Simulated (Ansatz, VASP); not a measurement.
## One calculation of Ru, two programs

Contents of INCAR:

```
SYSTEM = Ru
ALGO = Fast
EDIFF = 1E-6
ENCUT = 520
GGA = PS
ISIF = 2
ISMEAR = 0
LASPH = .TRUE.
LCHARG = .FALSE.
LREAL = .FALSE.
LWAVE = .FALSE.
NBANDS = 21
NELM = 60
PREC = Accurate
SIGMA = 0.15
```

File KPOINTS:

```
k-points
0
G
  24 24 12
  0 0 0
```

The input POSCAR:

```
Ru
1.0
    2.4893353875      0.0000000000      0.0000000000
   -1.2446676937      2.1558276841      0.0000000000
    0.0000000000      0.0000000000      4.4531760000
Ru
2
Direct
    0.3333333333      0.6666666667      0.2500000000
    0.6666666667      0.3333333333      0.7500000000
```

Input for Ansatz:

```yaml
crystal:
  lattice:
    - [2.4893353875, 0.0, 0.0]
    - [-1.2446676937, 2.1558276841, 0.0]
    - [0.0, 0.0, 4.453176]
  atoms:
    - { symbol: Ru, position: [0.3333333333, 0.6666666667, 0.25] }
    - { symbol: Ru, position: [0.6666666667, 0.3333333333, 0.75] }
basis:
  ecutwfc: 420
kpoints:
  mp_grid: { grid: [24, 24, 12] }
hamiltonian:
  xc: pbesol
scf:
  occupations: { method: gaussian, width: 0.15 }
output:
  forces: true
  stress: true
  eigenvalues: true
```

Change from the starting cell: strain -0.080 along x and y, +0.040 along z, atoms carried along.

Alike in both runs: task single point; functional PBEsol; k mesh 24 × 24 × 12; occupations gaussian, width 0.15 eV; no spin polarisation.

```csv
,VASP,Ansatz
version,VASP 6.6.1,Ansatz 0.2.0
potentials or method,"VASP PAW PBE potentials, release 64 (Ru_pv), cutoff 520 eV","scalar-relativistic, plane waves, PAW"
valence electrons in the cell,28,32
```

```tsv
	VASP	Ansatz	Ansatz less VASP
gap on the k mesh at the Fermi level (eV)	none	none	-
pressure (GPa)	55.2	54.8	-0.43
traceless stress, the component that is largest in VASP (GPa)	-58.16	-57.97	+0.193
```

VASP's potentials were made for PBE, not for PBEsol. A gap of «none» marks a metal or a gap that the smearing closes. Both programs put the cell under a high pressure, so it lies far from rest at this level. VASP's potentials hold 28 valence electrons a cell and Ansatz's 32, so a difference there can come from the potentials and not from the codes.
